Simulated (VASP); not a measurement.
Write the native input for VASP 6.6.1 that does the following.

| Property | Result |
| --- | --- |
| Task | single point |
| Functional | revPBE |
| Potentials or basis | VASP PAW PBE potentials, release 64 (Re) |
| Cutoff | 520 eV |
| k mesh | 14 × 14 × 14 |
| Occupations | fermi-dirac, width 0.1 eV |
| Spin | no spin polarisation |
| Dipole correction | no |
| Further INCAR settings | ALGO = Normal; EDIFF = 1e-07; NBANDS = 10 |

The structure of Re lies in POSCAR:

```
Re
1.0
    2.5531789664      0.0000000000      0.0000000000
    0.0000000000      2.5531789664      0.0000000000
    0.0000000000      0.0000000000      2.5531789664
Re
1
Direct
    0.0000000000      0.0000000000      0.0000000000
```

This cell differs from its parent crystal: volume scaled by 0.96.

These files were run (other wordings do the same):

INCAR

```
PREC     = Accurate       # precision mode
ENCUT    = 520            # plane-wave cutoff, eV
EDIFF    = 1E-7           # SCF threshold, eV
ISMEAR   = -1             # smearing method
SIGMA    = 0.1            # smearing width, eV
LREAL    = F              # projectors in reciprocal space
LASPH    = T              # aspherical terms in the spheres
NELM     = 100            # most SCF steps
ALGO     = Normal         # electronic algorithm
ISIF     = 2              # what is computed and relaxed
LWAVE    = F              # write WAVECAR
LCHARG   = F              # write CHGCAR
GGA      = RE             # functional
NBANDS   = 10             # bands
```

KPOINTS

```
Automatic mesh
0
Gamma
  14 14 14
```

Potentials or basis: VASP PAW PBE potentials, release 64 (Re).

Launch:

```bash
$ cat potpaw_PBE.64/Re/POTCAR > POTCAR
$ mpirun -np 1 vasp_std > vasp.out
```

It gave:

```json
{
 "Pressure": "9.4 GPa"
}
```

Caveat: the PAW data sets were made with another functional, which shifts forces and pressure a little.

Run time: 7.6 s on 1 thread of Intel(R) Xeon(R) 6975P-C (Granite Rapids) (shared host), peak memory 0.14 GiB.
